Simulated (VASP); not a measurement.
Runs of VASP 6.6.1 on Te. The structure is that of space group Pmmm (No. 47), or close to it. The cells are those of the table. 

```csv
task,cell,k mesh,cutoff (eV),gap on the mesh (eV),pressure (GPa),largest force (eV/Å)
single point,"a = 2.926, b = 4.921, c = 5.967 Å, 3 atoms",6 × 4 × 4,520,none,(b),(a)
single point,"a = 3.314, b = 5.479, c = 6.235 Å, 3 atoms",6 × 4 × 4,520,none,0.1,0.03
relaxation of cell and atoms,"relaxed from a = 2.926, b = 4.921, c = 5.967 Å, 3 atoms",6 × 4 × 4,600,none,0.0,0.01
single point,"a = 3.224, b = 5.471, c = 6.445 Å, 3 atoms",14 × 8 × 8,520,none,-0.1,0.01
```

Alike in all rows: level PBE; potentials or basis VASP PAW PBE potentials, release 64 (Te); no spin polarisation; smearing gaussian 0.1 eV.

Task: Fill in the values left out.

Result: (a) 1.04; (b) 21.0.

Caveats: spin-orbit coupling is left out, which moves the levels of the heavy elements; forces of over 1 eV/Å act on the atoms, so gaps and moduli don't describe the material at rest (some runs).

A k mesh can miss the band edges, and the runs leave out spin-orbit coupling on Te.

A gap of «none» marks levels without a gap at the run's occupations.
